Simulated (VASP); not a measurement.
A run of VASP 6.6.1:

File INCAR:

```
SYSTEM = V
ALGO = Normal
EDIFF = 1E-7
ENCUT = 520
ISIF = 2
ISMEAR = 1
LASPH = .TRUE.
LCHARG = .FALSE.
LREAL = .FALSE.
LWAVE = .FALSE.
NBANDS = 12
NELM = 80
PREC = Accurate
SIGMA = 0.2
```

File KPOINTS:

```
k-points
0
G
  15 15 15
  0 0 0
```

POSCAR

```
V
1.0
   -1.4636513664      1.4636513664      1.4636513664
    1.4636513664     -1.4636513664      1.4636513664
    1.4636513664      1.4636513664     -1.4636513664
V
1
Direct
    0.0000000000      0.0000000000      0.0000000000
```

Potentials or basis: VASP PAW LDA potentials, release 64 (V_sv).

Launch:

```console
$ cat potpaw_LDA.64/V_sv/POTCAR > POTCAR
$ mpirun -np 1 vasp_std > vasp.out
```

Hardware: 1 thread of Intel Xeon 8259CL, on a shared host.

Q: How long does it take, and how much memory?

A: Run time: 21 s on 1 thread of Intel Xeon 8259CL, with other jobs on the host, peak memory 0.13 GiB. Counts: scf iterations 11, k points 120.
